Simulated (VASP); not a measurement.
## AlGa3N4: single point with LDA

Crystal: AlGa3N4.

```
Al Ga N
1.0
     4.33822    0.10336    0.10336
     0.10336    4.33822    0.10336
     0.10336    0.10336    4.33822
Al Ga N
1 3 4
Direct
  0.00000 0.00000 0.00000
  0.50000 0.50000 0.00000
  0.50000 0.00000 0.50000
  0.00000 0.50000 0.50000
  0.75481 0.75481 0.24519
  0.75481 0.24519 0.75481
  0.24519 0.75481 0.75481
  0.24519 0.24519 0.24519
```

- Program: VASP 6.6.1
- Task: single point
- Functional: LDA
- Potentials or basis: VASP PAW LDA potentials, release 64 (Al, Ga_d, N_h)
- Cutoff: 1330 eV
- k mesh: 6 × 6 × 6
- Occupations: gaussian, width 0.05 eV
- Spin: no spin polarisation
- Dipole correction: no
- Further INCAR settings: ALGO = Normal; EDIFF = 1e-06; NBANDS = 41

```yaml
Pressure: 17.4 GPa
Largest_force: 1.005 eV/Å
Band_gap_on_the_k_mesh: 2.72 eV
```

Forces on the atoms (eV/Å):
```
Al   0.487  0.487  0.487
Ga   0.505  0.505  0.492
Ga   0.505  0.492  0.505
Ga   0.492  0.505  0.505
N   -0.458 -0.458 -0.495
N   -0.458 -0.495 -0.458
N   -0.495 -0.458 -0.458
N   -0.580 -0.580 -0.580
```

Stress tensor (GPa, compression positive):
```
 17.37 -11.46 -11.46
-11.46  17.37 -11.46
-11.46 -11.46  17.37
```

Levels at points of the mesh, in eV from the valence-band top:
| k point | band 28 | band 29 | band 30 | band 31 | band 32 | band 33 | band 34 | band 35 |
| --- | --- | --- | --- | --- | --- | --- | --- | --- |
| (0.00, 0.00, 0.00) | -2.55 | -0.39 | 0.00 | 0.00 | 2.72 | 3.19 | 3.19 | 3.29 |
| (0.50, 0.00, 0.00) | -2.03 | -1.70 | -1.53 | -1.18 | 5.01 | 5.06 | 6.10 | 6.19 |
| (0.50, 0.50, 0.00) | -1.27 | -1.27 | -1.01 | -0.75 | 6.92 | 7.07 | 7.15 | 7.32 |
| (0.50, 0.50, 0.50) | -1.10 | -0.93 | -0.63 | -0.63 | 5.19 | 5.19 | 5.72 | 6.84 |

Run time: 6.4 min on 1 thread of AMD EPYC 7R13 Processor (Zen 3), with other jobs on the host, peak memory 0.51 GiB.

Caveat: the cell stands under pressure; forces of over 1 eV/Å act on the atoms, so gaps and moduli don't describe the material at rest.
